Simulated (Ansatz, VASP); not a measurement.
**One calculation of TiAl, two programs**

INCAR

```
SYSTEM = TiAl
ALGO     = Normal         ! electronic algorithm
EDIFF    = 1E-7           ! SCF threshold, eV
ENCUT    = 520            ! plane-wave cutoff, eV
ISIF     = 2              ! what is computed and relaxed
ISMEAR   = -1             ! smearing method
LASPH    = .True.         ! aspherical terms in the spheres
LCHARG   = .False.        ! write CHGCAR
LREAL    = .False.        ! projectors in reciprocal space
LWAVE    = .False.        ! write WAVECAR
NBANDS   = 14             ! bands
NELM     = 80             ! most SCF steps
PREC     = Accurate       ! precision mode
SIGMA    = 0.05           ! smearing width, eV
```

Contents of KPOINTS:

```
k-points
0
Gamma
  8 8 8
  0 0 0
```

POSCAR

```
TiAl
1.0
    3.1360984087      0.0000000000      0.0000000000
    0.0000000000      3.1360984087      0.0000000000
    0.0000000000      0.0000000000      3.1360984087
Ti Al
1 1
Direct
    0.0000000000      0.0000000000      0.0000000000
    0.5000000000      0.5000000000      0.5000000000
```

Contents of input.yaml:

```yaml
crystal:
  lattice:
    - [3.1360984087, 0.0, 0.0]
    - [0.0, 3.1360984087, 0.0]
    - [0.0, 0.0, 3.1360984087]
  atoms:
    - { symbol: Ti, position: [0.0, 0.0, 0.0] }
    - { symbol: Al, position: [0.5, 0.5, 0.5] }
hamiltonian:
  xc: lda
  pseudopotentials: { kind: paw }
kpoints:
  mp_grid: { grid: [8, 8, 8] }
scf:
  occupations: { method: fermi_dirac, width: 0.05 }
output:
  forces: true
  stress: true
  eigenvalues: true
  write_density: true
  write_potential: true
  elf: true
  volumetric_format: npy
```

Alike in both runs: task single point; functional LDA; k mesh 8 × 8 × 8; occupations fermi-dirac, width 0.05 eV; no spin polarisation.

|  | VASP | Ansatz |
| --- | --- | --- |
| version | VASP 6.6.1 | Ansatz 0.2.0 |
| potentials or method | VASP PAW LDA potentials, release 64 (Ti_sv, Al) | Ansatz PAW |
| plane-wave cutoff (eV) | 520 | 420 |
| valence electrons in the cell | 15 | 15 |

Ansatz gave:

```
gap on the k mesh at the Fermi level (eV) : none
pressure (GPa)                            : -1.3
```

Task: What did VASP give for the same quantities?

Result: gap on the k mesh at the Fermi level (eV): none; pressure (GPa): -1.1.

LDA's correlation is that of Perdew and Zunger in VASP and of Perdew and Wang (1992) in Ansatz. A gap of «none» marks a metal or a gap that the smearing closes.
